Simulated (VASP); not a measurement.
# V: single point with LDA

V:

```
CELL_PARAMETERS angstrom
-1.29283 1.29283 1.29283
1.29283 -1.29283 1.29283
1.29283 1.29283 -1.29283
ATOMIC_POSITIONS crystal
V 0.00000 0.00000 0.00000
```

```
Program                : VASP 6.6.1
Task                   : single point
Functional             : LDA
Potentials or basis    : VASP PAW LDA potentials, release 64 (V_sv)
Cutoff                 : 520 eV
k mesh                 : 21 × 21 × 21
Occupations            : fermi-dirac, width 0.1 eV
Spin                   : no spin polarisation
Dipole correction      : no
Further INCAR settings : ALGO = Normal; EDIFF = 1e-07; NBANDS = 12
```

```
Pressure : 154.3 GPa
```

Levels at points of the mesh, in eV from the Fermi level:
| k point | band 5 | band 6 | band 7 | band 8 | band 9 | band 10 |
| --- | --- | --- | --- | --- | --- | --- |
| (0.00, 0.00, 0.00) | -6.71 | 0.15 | 0.15 | 0.15 | 3.57 | 3.57 |

Wall time 17 s on 1 thread of Intel(R) Xeon(R) Platinum 8375C CPU @ 2.90GHz (Ice Lake), with other jobs on the host, peak memory 0.13 GiB.
